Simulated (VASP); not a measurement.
# LaWI (Pmmn) in VASP: a series of runs

Runs on LaWI. Level: PBE. Tasks: single point, relaxation of cell and atoms.

Everything below comes from runs of VASP 6.6.1. Logs are shortened: lines on timing, memory, paths and dates and some standing lists are left out, and cuts for length are marked.

### 1 The cell of the first run

Symmetry: Pmmn, No. 59, orthorhombic system. Conventional cell: a = 3.686 Å, b = 3.784 Å, c = 14.043 Å, α = 90.00°, β = 90.00°, γ = 90.00°. La (site symmetry mm2) has 5 W at 2.96 to 3.60 Å and 2 I at 3.11 Å and 4 La at 3.69 to 3.78 Å within 3.9 Å. W (site symmetry mm2) has 8 W at 2.69 to 3.78 Å and 5 La at 2.96 to 3.60 Å within 3.8 Å. I (site symmetry mm2) has 2 La at 3.11 Å and 4 I at 3.69 to 3.78 Å within 4.1 Å.

The cell was generated, and may not be a known phase.

### 2 Single point, PBE

INCAR

```
ALGO     = Normal         # electronic algorithm
EDIFF    = 1E-6           # SCF threshold, eV
ENCUT    = 520            # plane-wave cutoff, eV
GGA      = PE             # functional
ISIF     = 2              # what is computed and relaxed
ISMEAR   = 0              # smearing method
LASPH    = T              # aspherical terms in the spheres
LCHARG   = F              # write CHGCAR
LREAL    = F              # projectors in reciprocal space
LWAVE    = F              # write WAVECAR
NBANDS   = 41             # bands
NELM     = 100            # most SCF steps
PREC     = Accurate       # precision mode
SIGMA    = 0.1            # smearing width, eV
```

KPOINTS

```
k-points
0
Gamma
  4 4 2
```

POSCAR

```
LaWI
1.0
    3.6856532462      0.0000000000      0.0000000000
    0.0000000000      3.7835329074      0.0000000000
    0.0000000000      0.0000000000     14.0430621118
La W I
2 2 2
Direct
    0.5000000000      0.0000000000      0.6924607116
    0.0000000000      0.5000000000      0.3075392884
    0.5000000000      0.0000000000      0.4818497091
    0.0000000000      0.5000000000      0.5181502909
    0.0000000000      0.0000000000      0.1314469619
    0.5000000000      0.5000000000      0.8685530381
```

Potentials or basis: VASP PAW PBE potentials, release 64 (La, W_sv, I).

Launch:

```sh
cat potpaw_PBE.64/La/POTCAR potpaw_PBE.64/W_sv/POTCAR potpaw_PBE.64/I/POTCAR > POTCAR
mpirun -np 1 vasp_std > vasp.out
```

OUTCAR:

```text
EDIFF = 1E-6
   ENCUT = 520
   GGA = PE
   ISIF = 2
   ISMEAR = 0
   LASPH = T
   LREAL = F
   NELM = 100
   PREC = Accurate

 ion  position               nearest neighbor table
   1  0.500  0.000  0.692-   3 2.96   6 3.11   6 3.11
   2  0.000  0.500  0.308-   4 2.96   5 3.11   5 3.11
   3  0.500  0.000  0.482-   4 2.69   4 2.69   4 2.69   4 2.69   1 2.96
   4  0.000  0.500  0.518-   3 2.69   3 2.69   3 2.69   3 2.69   2 2.96
   5  0.000  0.000  0.131-   2 3.11   2 3.11
   6  0.500  0.500  0.869-   1 3.11   1 3.11

  LATTYP: Found a simple orthorhombic cell.
 ALAT       =     3.6856532462
 B/A-ratio  =     1.0265569370
 C/A-ratio  =     3.8101962322

  Lattice vectors:

 A1 = (   3.6856532462,   0.0000000000,   0.0000000000)
 A2 = (   0.0000000000,   3.7835329074,   0.0000000000)
 A3 = (   0.0000000000,   0.0000000000,  14.0430621118)

Analysis of symmetry for initial positions (statically):
=====================================================================
 Subroutine PRICEL returns:
 Original cell was already a primitive cell.

 Routine SETGRP: Setting up the symmetry group for a
 simple orthorhombic supercell.

 Subroutine GETGRP returns: Found  8 space group operations
 (whereof  4 operations were pure point group operations)
 out of a pool of  8 trial point group operations.

The static configuration has the point symmetry C_2v.
 The point group associated with its full space group is D_2h.

Analysis of symmetry for dynamics (positions and initial velocities):
=====================================================================
 Subroutine PRICEL returns:
 Original cell was already a primitive cell.

 Routine SETGRP: Setting up the symmetry group for a
 simple orthorhombic supercell.

 Subroutine GETGRP returns: Found  8 space group operations
 (whereof  4 operations were pure point group operations)
 out of a pool of  8 trial point group operations.

The dynamic configuration has the point symmetry C_2v.
 The point group associated with its full space group is D_2h.

 Subroutine INISYM returns: Found  8 space group operations
 (whereof  4 operations are pure point group operations),
 and found     1 'primitive' translations

----------------------------------------------------------------------------------------

                                     Primitive cell

  volume of cell :     195.8276

  direct lattice vectors                    reciprocal lattice vectors
     3.685653246  0.000000000  0.000000000     0.271322323  0.000000000  0.000000000
     0.000000000  3.783532907  0.000000000     0.000000000  0.264303238  0.000000000
     0.000000000  0.000000000 14.043062112     0.000000000  0.000000000  0.071209540

  length of vectors
     3.685653246  3.783532907 14.043062112     0.271322323  0.264303238  0.071209540

  position of ions in fractional coordinates (direct lattice)
     0.500000000  0.000000000  0.692460712
     0.000000000  0.500000000  0.307539288
     0.500000000  0.000000000  0.481849709
     0.000000000  0.500000000  0.518150291
     0.000000000  0.000000000  0.131446962
     0.500000000  0.500000000  0.868553038

  ion indices of the primitive-cell ions
   primitive index   ion index
                 1           1
                 2           2
                 3           3
                 4           4
                 5           5
                 6           6

----------------------------------------------------------------------------------------

 KPOINTS: k-points

Automatic generation of k-mesh.
 Grid dimensions read from file:
 generate k-points for:    4    4    2

 Generating k-lattice:

  Cartesian coordinates                     Fractional coordinates (reciprocal lattice)
     0.067830581  0.000000000  0.000000000     0.250000000  0.000000000  0.000000000
     0.000000000  0.066075810  0.000000000     0.000000000  0.250000000  0.000000000
     0.000000000  0.000000000  0.035604770     0.000000000  0.000000000  0.500000000

  Length of vectors
     0.067830581  0.066075810  0.035604770

  Shift w.r.t. Gamma in fractional coordinates (k-lattice)
     0.000000000  0.000000000  0.000000000

 Subroutine IBZKPT returns following result:
 ===========================================

 Found     18 irreducible k-points:

 Following reciprocal coordinates:
            Coordinates               Weight
  0.000000  0.000000  0.000000      1.000000
  0.250000  0.000000  0.000000      2.000000
  0.500000  0.000000  0.000000      1.000000
  0.000000  0.250000  0.000000      2.000000
  0.250000  0.250000  0.000000      4.000000
  0.500000  0.250000  0.000000      2.000000
[... 10 lines left out ...]
  0.250000  0.500000  0.500000      2.000000
  0.500000  0.500000  0.500000      1.000000
   k-points           NKPTS =     18   k-points in BZ     NKDIM =     18   number of bands    NBANDS=     41
   number of dos      NEDOS =    301   number of ions     NIONS =      6
   total plane-waves  NPLWV =  84672
[... 37 lines left out ...]
  Fermi-wavevector in a.u.,A,eV,Ry     =   1.127657  2.130962 17.301298  1.271610
  Thomas-Fermi vector in A             =   2.264344
   LORBIT       =      0    0 simple, 1 ext, 2 COOP (PROOUT), +10 PAW based schemes
   GGA     = PE    functional components
   LHFCALC =     F    Hartree Fock is set to
   AEXX    =    0.0000 exact exchange contribution
   IVDW    =     0    specifies the selected vdW correction
   LEPSILON=     F    determine dielectric tensor
   LRPA    =     F    only Hartree local field effects (RPA)
 non-spin polarized calculation
 Gauss-broadening in eV      SIGMA  =   0.10
  energy-cutoff  :      520.00
  volume of cell :      195.83
 maximum number of plane-waves:      5296
 NGX is ok and might be reduce to    28
   NGX = 13   NGY = 15   NGZ = 53

 number of electron      64.0000003 magnetization

 Free energy of the ion-electron system (eV)
  ---------------------------------------------------
  ext. energy  EPLUGINS =         0.00000000
  ---------------------------------------------------
  free energy    TOTEN  =       -39.21583022 eV

  energy without entropy =      -39.20990678  energy(sigma->0) =      -39.21286850

 E-fermi :   6.2254     XC(G=0):  -9.4248

 val. band max:        6.2157554605   @ k =   0.0000   0.0000   0.5000
 cond. band min:       6.2753681037   @ k =   0.2500   0.0000   0.0000
 fundamental gap:      0.0596126432
 Fermi energy:         6.2254148948

 k-point     1 :       0.0000    0.0000    0.0000
  band No.  band energies     occupation
      1     -67.6204      2.00000
      2     -67.4737      2.00000
      3     -32.2320      2.00000
      4     -32.1954      2.00000
      5     -31.7347      2.00000
      6     -31.5805      2.00000
[... 33 lines left out ...]
     40       8.1135      0.00000
     41       8.1588      0.00000

 k-point     2 :       0.2500    0.0000    0.0000
  band No.  band energies     occupation
      1     -67.5987      2.00000
      2     -67.4949      2.00000
      3     -32.1226      2.00000
      4     -32.1076      2.00000
      5     -31.6843      2.00000
      6     -31.6717      2.00000
[... 33 lines left out ...]
     40       8.1188      0.00000
     41       8.1657      0.00000

 k-point     3 :       0.5000    0.0000    0.0000
  band No.  band energies     occupation
      1     -67.5465      2.00000
      2     -67.5465      2.00000
      3     -31.9124      2.00000
      4     -31.9124      2.00000
      5     -31.7994      2.00000
      6     -31.7994      2.00000
[... 33 lines left out ...]
     40       7.8359      0.00000
     41       8.1602      0.00000

 k-point     4 :       0.0000    0.2500    0.0000
  band No.  band energies     occupation
      1     -67.5988      2.00000
      2     -67.4951      2.00000
      3     -32.1459      2.00000
      4     -32.0791      2.00000
      5     -31.6849      2.00000
      6     -31.6696      2.00000
[... 561 lines left out ...]
     40       7.8795      0.00000
     41       8.1484      0.00000

 k-point    17 :       0.2500    0.5000    0.5000
  band No.  band energies     occupation
      1     -67.5464      2.00000
      2     -67.5464      2.00000
      3     -32.2041      2.00000
      4     -32.2041      2.00000
      5     -31.6671      2.00000
      6     -31.6671      2.00000
[... 33 lines left out ...]
     40       7.8850      0.00000
     41       8.1425      0.00000

 k-point    18 :       0.5000    0.5000    0.5000
  band No.  band energies     occupation
      1     -67.5459      2.00000
      2     -67.5459      2.00000
      3     -32.3538      2.00000
      4     -32.3538      2.00000
      5     -31.6520      2.00000
      6     -31.6520      2.00000
[... 33 lines left out ...]
     40       8.1250      0.00000
     41       8.1327      0.00000

------------------------ aborting loop because EDIFF is reached ----------------------------------------

  FORCE on cell =-STRESS in cart. coord.  units (eV):
  Direction    XX          YY          ZZ          XY          YZ          ZX
  --------------------------------------------------------------------------------------
  -------------------------------------------------------------------------------------
  Total        0.0685108      0.0284979      0.2371585      0.0000000      0.0000000      0.0000000
  in kB        0.5605264      0.2331574      1.9403291      0.0000000      0.0000000      0.0000000
  external PRESSURE =       0.9113376 kB  Pullay stress =       0.0000000 kB

 VOLUME and BASIS-vectors are now :
 -----------------------------------------------------------------------------
  energy-cutoff  :      520.00
  volume of cell :      195.83
      direct lattice vectors                 reciprocal lattice vectors
     3.685653246  0.000000000  0.000000000     0.271322323  0.000000000  0.000000000
     0.000000000  3.783532907  0.000000000     0.000000000  0.264303238  0.000000000
     0.000000000  0.000000000 14.043062112     0.000000000  0.000000000  0.071209540

 POSITION                                       TOTAL-FORCE (eV/Angst)
 -----------------------------------------------------------------------------------
      1.84283      0.00000      9.72427         0.000000      0.000000      0.008026
      0.00000      1.89177      4.31879         0.000000      0.000000     -0.008026
      1.84283      0.00000      6.76665         0.000000      0.000000     -0.043470
      0.00000      1.89177      7.27642         0.000000      0.000000      0.043470
      0.00000      0.00000      1.84592         0.000000      0.000000      0.011683
      1.84283      1.89177     12.19714         0.000000      0.000000     -0.011683
 -----------------------------------------------------------------------------------
    total drift:                                0.000000      0.000000     -0.000000

  FREE ENERGIE OF THE ION-ELECTRON SYSTEM (eV)
  ---------------------------------------------------
  free  energy   TOTEN  =       -39.2158302218 eV

  energy  without entropy=      -39.2099067830  energy(sigma->0) =      -39.21286850
```

Wall time 6.9 min (1 thread of Intel Xeon 8259CL, shared host); peak memory 0.37 GiB.

What came out:

| Property | Result |
| --- | --- |
| Free energy | -39.2158 eV |
| Pressure | 0.1 GPa |
| Largest force | 0.043 eV/Å |
| Band gap on the k mesh | zero (bands 32 and 33 overlap by 0.60 eV) |

Forces on the atoms (eV/Å):
```
La   0.000  0.000  0.008
La   0.000  0.000 -0.008
W    0.000  0.000 -0.043
W    0.000  0.000  0.043
I    0.000  0.000  0.012
I    0.000  0.000 -0.012
```

Stress tensor (GPa, compression positive):
```
0.06 0.00 0.00
0.00 0.02 0.00
0.00 0.00 0.19
```

Levels at points of the mesh, in eV from the Fermi level:
```tsv
k point	band 30	band 31	band 32	band 33	band 34	band 35
(0.00, 0.00, 0.00)	-0.95	-0.74	-0.63	-0.27	-0.16	0.33
(0.50, 0.00, 0.00)	-1.08	-0.53	-0.53	0.75	0.75	1.00
(0.00, 0.50, 0.00)	-0.64	-0.52	-0.52	0.53	0.53	1.19
(0.50, 0.50, 0.00)	-1.39	-0.37	-0.37	0.53	0.53	1.35
(0.00, 0.00, 0.50)	-0.85	-0.82	-0.66	-0.27	-0.01	0.18
(0.50, 0.00, 0.50)	-1.08	-0.55	-0.55	0.81	0.81	1.00
(0.00, 0.50, 0.50)	-0.63	-0.52	-0.52	0.52	0.52	1.19
(0.50, 0.50, 0.50)	-1.36	-0.34	-0.34	0.46	0.46	1.35
```

Caveat: the k points lie up to 0.43 Å⁻¹ apart, too coarse for converged energies and pressures of a metal; spin-orbit coupling is left out, which moves the levels of the heavy elements.

### 3 Single point, PBE

This run uses another cell than the first one, of 32.98 Å³/atom.

INCAR

```
SYSTEM = LaWI
PREC = Accurate
ENCUT = 520
EDIFF = 1E-6
ISMEAR = 0
SIGMA = 0.1
LREAL = .False.
LASPH = .True.
NELM = 80
ALGO = Normal
ISIF = 2
LWAVE = .False.
LCHARG = .False.
GGA = PE
NBANDS = 41
```

KPOINTS

```
Automatic mesh
0
Gamma
  6 4 2
  0 0 0
```

POSCAR

```
LaWI
1.0
    3.6756958533      0.0000000000      0.0000000000
    0.0000000000      3.7751167989      0.0000000000
    0.0000000000      0.0000000000     14.2622650817
La W I
2 2 2
Direct
    0.5000000000      0.0000000000      0.6899214183
    0.0000000000      0.5000000000      0.3100785817
    0.5000000000      0.0000000000      0.4785887365
    0.0000000000      0.5000000000      0.5214112635
    0.0000000000      0.0000000000      0.1358199873
    0.5000000000      0.5000000000      0.8641800127
```

Potentials or basis: VASP PAW PBE potentials, release 64 (La, W_sv, I).

Launch:

```sh
cat potpaw_PBE.64/La/POTCAR potpaw_PBE.64/W_sv/POTCAR potpaw_PBE.64/I/POTCAR > POTCAR
mpirun -np 1 vasp_std > vasp.out
```

Wall time 9.1 min (1 thread of Intel Xeon 8259CL, shared host); peak memory 0.4 GiB.

The run converged. Its results:

* Free energy: -39.2131 eV
* Pressure: 0.1 GPa
* Largest force: 0.020 eV/Å
* Band gap on the k mesh: zero (bands 32 and 33 overlap by 0.55 eV)

Forces in eV/Å, atoms in the order of the input:
```
La   0.000  0.000  0.020
La   0.000  0.000 -0.020
W    0.000  0.000 -0.009
W    0.000  0.000  0.009
I    0.000  0.000  0.009
I    0.000  0.000 -0.009
```

Levels at points of the mesh, in eV from the Fermi level:
```csv
k point,band 29,band 30,band 31,band 32,band 33,band 34,band 35,band 36
"(0.00, 0.00, 0.00)",-0.98,-0.88,-0.81,-0.67,-0.22,-0.07,0.28,1.42
"(0.50, 0.00, 0.00)",-1.03,-1.03,-0.39,-0.39,0.76,0.76,1.15,1.15
"(0.00, 0.50, 0.00)",-0.57,-0.57,-0.45,-0.45,0.60,0.60,1.37,1.37
"(0.50, 0.50, 0.00)",-1.35,-1.35,-0.34,-0.34,0.55,0.55,1.14,1.14
"(0.00, 0.00, 0.50)",-1.01,-0.85,-0.78,-0.74,-0.14,-0.02,0.15,1.42
"(0.50, 0.00, 0.50)",-1.03,-1.03,-0.41,-0.41,0.82,0.82,1.15,1.15
"(0.00, 0.50, 0.50)",-0.56,-0.56,-0.45,-0.45,0.59,0.59,1.37,1.37
"(0.50, 0.50, 0.50)",-1.34,-1.34,-0.32,-0.32,0.50,0.50,1.15,1.15
```

Caveat: the k points lie up to 0.42 Å⁻¹ apart, too coarse for converged energies and pressures of a metal; spin-orbit coupling is left out, which moves the levels of the heavy elements.

### 4 Relaxation of cell and atoms, PBE

INCAR

```
SYSTEM = LaWI
  PREC = Accurate
  ENCUT = 600
  EDIFF = 1E-6
  ISMEAR = 0
  SIGMA = 0.1
  LREAL = .FALSE.
  LASPH = .TRUE.
  NELM = 80
  ALGO = Normal
  ISIF = 3
  LWAVE = .FALSE.
  LCHARG = .FALSE.
  GGA = PE
  IBRION = 2
  NSW = 90
  EDIFFG = -0.04
```

KPOINTS

```
Automatic mesh
0
G
  6 4 2
  0 0 0
```

POSCAR

```
LaWI
1.0
    3.6856532462      0.0000000000      0.0000000000
    0.0000000000      3.7835329074      0.0000000000
    0.0000000000      0.0000000000     14.0430621118
La W I
2 2 2
Direct
    0.5000000000      0.0000000000      0.6924607116
    0.0000000000      0.5000000000      0.3075392884
    0.5000000000      0.0000000000      0.4818497091
    0.0000000000      0.5000000000      0.5181502909
    0.0000000000      0.0000000000      0.1314469619
    0.5000000000      0.5000000000      0.8685530381
```

Launch:

```sh
cat potpaw_PBE.64/La/POTCAR potpaw_PBE.64/W_sv/POTCAR potpaw_PBE.64/I/POTCAR > POTCAR
mpirun -np 1 vasp_std > vasp.out
```

Wall time 20 min (1 thread of Intel Xeon 8259CL, shared host); peak memory 0.47 GiB.

The run converged. Its results:

| Item | Value |
| --- | --- |
| Free energy | -39.2123 eV |
| Relaxed volume | 32.63 Å³/atom |
| Relaxed cell | a = 3.677 Å, b = 3.779 Å, c = 14.091 Å, α = 90.00°, β = 90.00°, γ = 90.00° |
| Space group after relaxing (to 0.1 Å) | Pmmn (No. 59) |
| Energy gained by relaxing | 7.5 meV/atom |
| Ionic steps | 5 |
| Pressure after relaxing | 0.0 GPa |
| Largest force after relaxing | 0.010 eV/Å |
| Band gap on the k mesh | zero (bands 32 and 33 overlap by 0.55 eV) |

Forces on the atoms (eV/Å):
```
La   0.000  0.000 -0.010
La   0.000  0.000  0.010
W    0.000  0.000  0.003
W    0.000  0.000 -0.003
I    0.000  0.000  0.002
I    0.000  0.000 -0.002
```

Stress tensor (GPa, compression positive):
```
-0.06  0.00  0.00
 0.00 -0.05  0.00
 0.00  0.00  0.14
```

Step by step:
```
step  energy change (eV)  largest force (eV/Å)  pressure (GPa)  volume (Å³)
   1              0.0000                0.8930            0.42       195.83
   2             -0.0383                0.1018           -0.75       198.28
   3             -0.0386                0.1130           -0.66       198.07
   4             -0.0436                0.0508            0.32       194.78
   5             -0.0449                0.0101            0.01       195.80
```

Final structure:
```
La W I
1.0
     3.67678    0.00000    0.00000
     0.00000    3.77928    0.00000
     0.00000    0.00000   14.09077
La W I
2 2 2
Direct
  0.50000 0.00000 0.69234
  0.00000 0.50000 0.30766
  0.50000 0.00000 0.47833
  0.00000 0.50000 0.52167
  0.00000 0.00000 0.13156
  0.50000 0.50000 0.86844
```

Levels at points of the mesh, in eV from the Fermi level:
```
           k point  band 30  band 31  band 32  band 33  band 34  band 35
(0.00, 0.00, 0.00)    -0.91    -0.81    -0.67    -0.22    -0.08     0.29
(0.50, 0.00, 0.00)    -1.06    -0.39    -0.39     0.76     0.76     1.15
(0.00, 0.50, 0.00)    -0.57    -0.47    -0.47     0.60     0.60     1.37
(0.50, 0.50, 0.00)    -1.35    -0.34    -0.34     0.55     0.55     1.13
(0.00, 0.00, 0.50)    -0.86    -0.78    -0.77    -0.14    -0.01     0.15
(0.50, 0.00, 0.50)    -1.06    -0.41    -0.41     0.82     0.82     1.15
(0.00, 0.50, 0.50)    -0.56    -0.47    -0.47     0.59     0.59     1.37
(0.50, 0.50, 0.50)    -1.33    -0.32    -0.32     0.49     0.49     1.14
```

Caveat: the k points lie up to 0.42 Å⁻¹ apart in the final cell, too coarse for converged energies and pressures of a metal; spin-orbit coupling is left out, which moves the levels of the heavy elements.

### 5 The runs side by side

```tsv
task	cell	k mesh	cutoff (eV)	gap on the mesh (eV)	pressure (GPa)	largest force (eV/Å)
single point	a = 3.686, b = 3.784, c = 14.043 Å, 6 atoms, atomic positions A	4 × 4 × 2	520	none	0.1	0.04
single point	a = 3.676, b = 3.775, c = 14.262 Å, 6 atoms, atomic positions B	6 × 4 × 2	520	none	0.1	0.02
relaxation of cell and atoms	relaxed from a = 3.686, b = 3.784, c = 14.043 Å, 6 atoms, atomic positions A	6 × 4 × 2	600	none	0.0	0.01
```

Alike in all rows: level PBE; potentials or basis VASP PAW PBE potentials, release 64 (La, W_sv, I); no spin polarisation; smearing gaussian 0.1 eV.

Caveats: all runs use coarse meshes; spin-orbit coupling is left out, which moves the levels of the heavy elements.

Total energies depend on the potentials used, so only differences within one code and one set of settings carry meaning.

The gap in the log of VASP goes by the Fermi energy; the results here count the filled bands.